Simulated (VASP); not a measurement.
# Re: single point with PBE

Re:

```
Re
1.0
     0.00000    2.01265    1.91162
     2.01265    0.00000    1.91162
     2.01265    2.01265    0.00000
Re
1
Cartesian
  0.0000 0.0000 0.0000
```

This cell differs from its parent crystal: volume 15.487 Å^3 an atom, c/a of the conventional cell 0.9498.

- Program: VASP 6.6.1
- Task: single point
- Functional: PBE
- Potentials or basis: VASP PAW PBE potentials, release 64 (Re)
- Cutoff: 520 eV
- k mesh: 10 × 10 × 10
- Occupations: gaussian, width 0.15 eV
- Spin: no spin polarisation
- Dipole correction: no
- Further INCAR settings: ALGO = Fast; EDIFF = 1e-06; NBANDS = 10

The pressure is -11.4 GPa.

Stress tensor (GPa, compression positive):
```
-15.87   0.00   0.00
  0.00 -15.87   0.00
  0.00   0.00  -2.47
```

Levels at points of the mesh, in eV from the Fermi level:
```
           k point  band 1  band 2  band 3  band 4  band 5  band 6
(0.00, 0.00, 0.00)   -9.82   -2.03   -2.03   -1.35    0.65    1.55
(0.50, 0.00, 0.00)   -6.56   -2.38   -1.62    0.10    3.25    3.70
(0.50, 0.50, 0.00)   -6.40   -5.67    3.27    3.40    4.19    4.19
(0.50, 0.00, 0.50)   -6.46   -5.55    2.20    3.39    3.80    4.48
```

Run time: 34 s on 1 thread of Intel Xeon 8259CL, on a shared host, peak memory 0.15 GiB.

Caveat: spin-orbit coupling is left out, which moves the levels of the heavy elements.
